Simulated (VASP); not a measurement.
# AlFe (Pm-3m) in VASP: single point with PBE

Aim: the single point of AlFe with PBE.

Everything below comes from runs of VASP 6.6.1. Logs are shortened: lines on timing, memory, paths and dates and some standing lists are left out, and cuts for length are marked.

### 1 The cell of the first run

Symmetry: Pm-3m, No. 221, cubic system. The conventional cell has a = 2.957 Å, b = 2.957 Å, c = 2.957 Å, α = 90.00°, β = 90.00°, γ = 90.00°. Fe (site symmetry m-3m) has 8 Al at 2.56 Å and 6 Fe at 2.96 Å within 3.4 Å. Al (site symmetry m-3m) has 8 Fe at 2.56 Å and 6 Al at 2.96 Å within 3.4 Å.

### 2 Single point, PBE

INCAR reads:

```
ALGO     = Normal         # electronic algorithm
EDIFF    = 1E-7           # SCF threshold, eV
ENCUT    = 520            # plane-wave cutoff, eV
GGA      = PE             # functional
ISIF     = 2              # what is computed and relaxed
ISMEAR   = -1             # smearing method
LASPH    = T              # aspherical terms in the spheres
LCHARG   = T              # write CHGCAR
LELF     = T              # ELF
LREAL    = F              # projectors in reciprocal space
LVHAR    = T            
LWAVE    = F              # write WAVECAR
NBANDS   = 12             # bands
NELM     = 100            # most SCF steps
PREC     = Accurate       # precision mode
SIGMA    = 0.1            # smearing width, eV
```

KPOINTS reads:

```
k-points
0
Gamma
  11 11 11
```

POSCAR reads:

```
AlFe
1.0
    2.9567800000      0.0000000000      0.0000000000
    0.0000000000      2.9567800000      0.0000000000
    0.0000000000      0.0000000000      2.9567800000
Fe Al
1 1
Direct
    0.5000000000      0.5000000000      0.5000000000
    0.0000000000      0.0000000000      0.0000000000
```

Potentials or basis: VASP PAW PBE potentials, release 64 (Fe, Al).

Run with:

```sh
$ cat potpaw_PBE.64/Fe/POTCAR potpaw_PBE.64/Al/POTCAR > POTCAR
$ mpirun -np 1 vasp_std > vasp.out
```

OUTCAR:

```text
EDIFF = 1E-7
   ENCUT = 520
   GGA = PE
   ISIF = 2
   ISMEAR = -1
   LASPH = T
   LREAL = F
   NELM = 100
   PREC = Accurate

 ion  position               nearest neighbor table
   1  0.500  0.500  0.500-   2 2.56   2 2.56   2 2.56   2 2.56   2 2.56   2 2.56   2 2.56   2 2.56

   2  0.000  0.000  0.000-   1 2.56   1 2.56   1 2.56   1 2.56   1 2.56   1 2.56   1 2.56   1 2.56

  LATTYP: Found a simple cubic cell.
 ALAT       =     2.9567800000

  Lattice vectors:

 A1 = (   2.9567800000,   0.0000000000,   0.0000000000)
 A2 = (   0.0000000000,   2.9567800000,   0.0000000000)
 A3 = (   0.0000000000,   0.0000000000,   2.9567800000)

Analysis of symmetry for initial positions (statically):
=====================================================================
 Subroutine PRICEL returns:
 Original cell was already a primitive cell.

 Routine SETGRP: Setting up the symmetry group for a
 simple cubic supercell.

 Subroutine GETGRP returns: Found 48 space group operations
 (whereof 48 operations were pure point group operations)
 out of a pool of 48 trial point group operations.

The static configuration has the point symmetry O_h .

Analysis of symmetry for dynamics (positions and initial velocities):
=====================================================================
 Subroutine PRICEL returns:
 Original cell was already a primitive cell.

 Routine SETGRP: Setting up the symmetry group for a
 simple cubic supercell.

 Subroutine GETGRP returns: Found 48 space group operations
 (whereof 48 operations were pure point group operations)
 out of a pool of 48 trial point group operations.

The dynamic configuration has the point symmetry O_h .

 Subroutine INISYM returns: Found 48 space group operations
 (whereof 48 operations are pure point group operations),
 and found     1 'primitive' translations

----------------------------------------------------------------------------------------

                                     Primitive cell

  volume of cell :      25.8498

  direct lattice vectors                    reciprocal lattice vectors
     2.956780000  0.000000000  0.000000000     0.338205751  0.000000000  0.000000000
     0.000000000  2.956780000  0.000000000     0.000000000  0.338205751  0.000000000
     0.000000000  0.000000000  2.956780000     0.000000000  0.000000000  0.338205751

  length of vectors
     2.956780000  2.956780000  2.956780000     0.338205751  0.338205751  0.338205751

  position of ions in fractional coordinates (direct lattice)
     0.500000000  0.500000000  0.500000000
     0.000000000  0.000000000  0.000000000

  ion indices of the primitive-cell ions
   primitive index   ion index
                 1           1
                 2           2

----------------------------------------------------------------------------------------

 KPOINTS: k-points

Automatic generation of k-mesh.
 Grid dimensions read from file:
 generate k-points for:   11   11   11

 Generating k-lattice:

  Cartesian coordinates                     Fractional coordinates (reciprocal lattice)
     0.030745977  0.000000000  0.000000000     0.090909091  0.000000000  0.000000000
     0.000000000  0.030745977  0.000000000     0.000000000  0.090909091  0.000000000
     0.000000000  0.000000000  0.030745977     0.000000000  0.000000000  0.090909091

  Length of vectors
     0.030745977  0.030745977  0.030745977

  Shift w.r.t. Gamma in fractional coordinates (k-lattice)
     0.000000000  0.000000000  0.000000000

 Subroutine IBZKPT returns following result:
 ===========================================

 Found     56 irreducible k-points:

 Following reciprocal coordinates:
            Coordinates               Weight
  0.000000  0.000000  0.000000      1.000000
  0.090909  0.000000  0.000000      6.000000
  0.181818  0.000000  0.000000      6.000000
  0.272727  0.000000  0.000000      6.000000
  0.363636  0.000000  0.000000      6.000000
  0.454545  0.000000  0.000000      6.000000
[... 16 lines left out ...]
  0.181818  0.090909  0.090909     24.000000
  0.272727  0.090909  0.090909     24.000000
 [... further k-points ...]
   k-points           NKPTS =     56   k-points in BZ     NKDIM =     56   number of bands    NBANDS=     12
   number of dos      NEDOS =    301   number of ions     NIONS =      2
   total plane-waves  NPLWV =  13824
   dimension x,y,z NGX =    24 NGY =   24 NGZ =   24
   dimension x,y,z NGXF=    48 NGYF=   48 NGZF=   48
   ions per type =               1   1
   NGX,Y,Z   is equivalent  to a cutoff of  13.49, 13.49, 13.49 a.u.
   NGXF,Y,Z  is equivalent  to a cutoff of  26.99, 26.99, 26.99 a.u.
 SYSTEM =  unknown system
   PREC   = accura    normal or accurate (medium, high low for compatibility)
   ISTART =      0    job   : 0-new  1-cont  2-samecut
   ICHARG =      2    charge: 1-file 2-atom 10-const
   ISPIN  =      1    spin polarized calculation?
   LNONCOLLINEAR =      F non collinear calculations
   LSORBIT =      F    spin-orbit coupling
   LASPH  =      T    aspherical Exc in radial PAW
   ENCUT  =  520.0 eV  38.22 Ry    6.18 a.u.   5.50  5.50  5.50*2*pi/ulx,y,z
   NELM   =    100;   NELMIN=  2; NELMDL= -5     # of ELM steps
   EDIFF  = 0.1E-06   stopping-criterion for ELM
   LREAL  =      F    real-space projection
   EDIFFG = 0.1E-05   stopping-criterion for IOM
   NSW    =      0    number of steps for IOM
   IBRION =     -1    ionic relax: 0-MD 1-quasi-New 2-CG
   NFREE  =      0    steps in history (QN), initial steepest desc. (CG)
   ISIF   =      2    stress and relaxation
   ISYM   =      2    0-nonsym 1-usesym 2-fastsym
   POTIM  = 0.5000    time-step for ionic-motion
   TEBEG  =    0.0;   TEEND  =   0.0 temperature during run
   PSTRESS=    0.0 pullay stress
   NELECT =      11.0000    total number of electrons
   NUPDOWN=      -1.0000    fix difference up-down
   EMIN   =  10.00;   EMAX   =-10.00  energy-range for DOS
   EFERMI =   0.00;   METHOD = LEGACY
   ISMEAR =    -1;   SIGMA  =   0.10  broadening in eV -4-tet -1-fermi 0-gaus
   EFERMI_NEDOS =   21; number of points for ismear=-14 and -15
   IALGO  =     38    algorithm
   IMIX   =      4    mixing-type and parameters
     AMIX     =   0.40;   BMIX     =  1.00
     AMIX_MAG =   1.60;   BMIX_MAG =  1.00
  volume/ion in A,a.u.               =      12.92        87.22
  Fermi-wavevector in a.u.,A,eV,Ry     =   1.231365  2.326942 20.629958  1.516259
  Thomas-Fermi vector in A             =   2.366177
   LORBIT       =      0    0 simple, 1 ext, 2 COOP (PROOUT), +10 PAW based schemes
   GGA     = PE    functional components
[... 5 lines left out ...]
 non-spin polarized calculation
  energy-cutoff  :      520.00
  volume of cell :       25.85
 maximum number of plane-waves:       739
 NGX is ok and might be reduce to    24
   NGX = 11   NGY = 11   NGZ = 11

 number of electron      11.0000007 magnetization

 Free energy of the ion-electron system (eV)
  ---------------------------------------------------
  ext. energy  EPLUGINS =         0.00000000
  ---------------------------------------------------
  free energy    TOTEN  =       -12.56285948 eV

  energy without entropy =      -12.45788723  energy(sigma->0) =      -12.51037336

 E-fermi :   7.0736     XC(G=0): -11.7500

 val. band max:        7.0569531785   @ k =   0.1818   0.0909   0.0909
 cond. band min:       7.0839470352   @ k =   0.0909   0.0909   0.0000
 fundamental gap:      0.0269938566
 Fermi energy:         7.0735884601

 k-point     1 :       0.0000    0.0000    0.0000
  band No.  band energies     occupation
      1      -2.7687      2.00000
      2       5.1264      2.00000
      3       5.1264      2.00000
      4       7.1855      0.49226
      5       7.1855      0.49223
      6       7.1855      0.49223
      7      13.0499      0.00000
      8      13.0499      0.00000
      9      13.0499      0.00000
     10      16.0855      0.00000
     11      16.0855      0.00000
     12      21.1879      0.00000

 k-point     2 :       0.0909    0.0000    0.0000
  band No.  band energies     occupation
      1      -2.6231      2.00000
      2       5.1011      2.00000
      3       5.1683      2.00000
      4       7.0985      0.87600
      5       7.0985      0.87596
      6       7.1942      0.46075
      7      11.9101      0.00000
      8      13.2634      0.00000
      9      13.2634      0.00000
     10      16.0591      0.00000
     11      17.1001      0.00000
     12      21.6957      0.00000

 k-point     3 :       0.1818    0.0000    0.0000
  band No.  band energies     occupation
      1      -2.1902      2.00000
      2       4.9416      2.00000
      3       5.2835      2.00000
      4       6.8830      1.74112
      5       6.8830      1.74110
      6       7.2176      0.38314
      7      10.1966      0.00000
      8      13.8614      0.00000
      9      13.8614      0.00000
     10      15.9826      0.00000
     11      18.3935      0.00000
     12      23.3166      0.00000
[... 286 lines left out ...]
 k-point    23 :       0.1818    0.0909    0.0909
  band No.  band energies     occupation
      1      -1.9067      2.00000
      2       5.0404      2.00000
      3       5.2775      2.00000
      4       6.7565      1.91945
      5       6.8051      1.87222
      6       7.0570      1.08299
      7      10.4730      0.00000
      8      12.5711      0.00000
      9      13.1009      0.00000
     10      17.7174      0.00000
     11      19.3543      0.00000
     12      22.8796      0.00000

 k-point    24 :       0.2727    0.0909    0.0909
  band No.  band energies     occupation
      1      -1.2085      2.00000
      2       4.5445      2.00000
      3       5.4412      2.00000
      4       6.5280      1.99149
      5       6.5639      1.98785
      6       7.0940      0.89829
      7       9.1392      0.00000
      8      13.2543      0.00000
      9      13.8758      0.00000
     10      17.6443      0.00000
     11      20.5437      0.00000
     12      21.1708      0.00000

 [... further k-points ...]
[... 5 lines left out ...]
  --------------------------------------------------------------------------------------
  -------------------------------------------------------------------------------------
  Total       -2.1059803     -2.1059803     -2.1059803     -0.0000000     -0.0000000      0.0000000
  in kB     -130.5292544   -130.5292544   -130.5292544     -0.0000000     -0.0000000      0.0000000
  external PRESSURE =    -130.5292544 kB  Pullay stress =       0.0000000 kB

 VOLUME and BASIS-vectors are now :
 -----------------------------------------------------------------------------
  energy-cutoff  :      520.00
  volume of cell :       25.85
      direct lattice vectors                 reciprocal lattice vectors
     2.956780000  0.000000000  0.000000000     0.338205751  0.000000000  0.000000000
     0.000000000  2.956780000  0.000000000     0.000000000  0.338205751  0.000000000
     0.000000000  0.000000000  2.956780000     0.000000000  0.000000000  0.338205751

 POSITION                                       TOTAL-FORCE (eV/Angst)
 -----------------------------------------------------------------------------------
      1.47839      1.47839      1.47839         0.000000      0.000000      0.000000
      0.00000      0.00000      0.00000         0.000000      0.000000      0.000000
 -----------------------------------------------------------------------------------
    total drift:                                0.000000     -0.000000     -0.000000

  FREE ENERGIE OF THE ION-ELECTRON SYSTEM (eV)
  ---------------------------------------------------
  free  energy   TOTEN  =       -12.5628594846 eV

  energy  without entropy=      -12.4578872347  energy(sigma->0) =      -12.51037336
```

Wall time 18 s (1 thread of Intel Xeon 8259CL, shared host); peak memory 0.15 GiB.

Results:

| Property | Result |
| --- | --- |
| Free energy | -12.5629 eV |
| Pressure | -13.1 GPa |

Spin polarisation is off, so any magnetic state and its effect on volume and gap are missing.
